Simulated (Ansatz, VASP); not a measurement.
**One calculation of Au, two programs**

```
Au
1.0
     2.94010    0.00000    0.00000
     0.00000    2.94010    0.00000
     0.00000    0.00000   21.31590
Au
5
Direct
  0.00000 0.00000 0.30639
  0.50000 0.50000 0.40243
  0.00000 0.00000 0.50000
  0.50000 0.50000 0.59757
  0.00000 0.00000 0.69361
```

Alike in both runs: functional PBE; k mesh 12 × 12 × 1; occupations fermi-dirac, width 0.05 eV; no spin polarisation.

Ansatz relaxed the structure, and its values are those at the end. VASP's run is a single point on that final structure, the one shown.

|  | VASP | Ansatz |
| --- | --- | --- |
| version | VASP 6.6.1 | Ansatz 0.2.0 |
| potentials or method | VASP PAW PBE potentials, release 64 (Au) | PAW with Ansatz's default frozen-core files, scalar-relativistic |
| plane-wave cutoff (eV) | 520 | 420 |
| valence electrons in the cell | 55 | 95 |

Ansatz gave:

- rms of the force components (eV/Å): 0.001

Which values does VASP return?

rms of the force components (eV/Å): 0.003.

The functional is the same, so the differences come from potentials, cutoffs and numerics. VASP's potentials hold 55 valence electrons a cell and Ansatz's 95, so a difference there can come from the potentials and not from the codes. Ansatz's warnings: stress scf threshold loose.

Spin-orbit coupling is off throughout.
